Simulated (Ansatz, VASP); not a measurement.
# CdI2 in VASP and in Ansatz

The input INCAR:

```
SYSTEM = CdI2
ALGO = Normal
EDIFF = 1E-6
ENCUT = 500
GGA = PE
GGA_COMPAT = .FALSE.
ISIF = 2
ISMEAR = -5
LASPH = .TRUE.
LCHARG = .FALSE.
LREAL = .FALSE.
LWAVE = .FALSE.
NBANDS = 20
NELM = 120
PREC = Accurate
SIGMA = 0.1
```

File KPOINTS:

```
k-points
0
G
  10 10 6
  0 0 0
```

File POSCAR:

```
CdI2
1.0
    4.3297118284      0.0000000000      0.0000000000
   -2.1648559142      3.7496404344      0.0000000000
    0.0000000000      0.0000000000      7.8151329916
Cd I
1 2
Direct
    0.0000000000      0.0000000000      0.0000000000
    0.3333333333      0.6666666667      0.2199462841
    0.6666666667      0.3333333333      0.7800537159
```

Input for Ansatz:

```yaml
crystal:
  lattice:
    - [4.329711828365, 0.0, 0.0]
    - [-2.164855914183, 3.74964043443, 0.0]
    - [0.0, 0.0, 7.8151329916]
  atoms:
    - { symbol: Cd, position: [0.0, 0.0, 0.0] }
    - { symbol: I, position: [0.3333333333333, 0.6666666666667, 0.2199462841] }
    - { symbol: I, position: [0.6666666666667, 0.3333333333333, 0.7800537159] }
basis:
  ecutwfc: 420
  ecutrho_ratio: 12
kpoints:
  mp_grid: { grid: [10, 10, 6] }
hamiltonian:
  xc: pbe
scf:
  occupations: { method: tetrahedron }
output:
  forces: true
  stress: true
```

Alike in both runs: task single point; functional PBE; k mesh 10 × 10 × 6; occupations tetrahedron; no spin polarisation.

|  | VASP | Ansatz |
| --- | --- | --- |
| version | VASP 6.6.1 | Ansatz 0.2.0 |
| potentials or method | VASP PAW PBE potentials, release 64 (Cd, I), cutoff 500 eV | scalar-relativistic, plane waves, PAW |
| valence electrons in the cell | 26 | 54 |

Ansatz gave:

| Quantity | Value |
| --- | --- |
| gap on the k mesh at the Fermi level (eV) | 2.43 |
| pressure (GPa) | 0.0 |
| rms of the force components (eV/Å) | 0.000 |

Problem. Which values does VASP return?

Solution. gap on the k mesh at the Fermi level (eV): 2.42; pressure (GPa): 0.1; rms of the force components (eV/Å): 0.008.

Atom by atom the forces differ by 0.008 eV/Å (rms over components). VASP's potentials hold 26 valence electrons a cell and Ansatz's 54, so a difference there can come from the potentials and not from the codes. Ansatz's warnings: band table not solved further, tetrahedron derivatives may miss energy slope.

Spin-orbit coupling is off throughout.
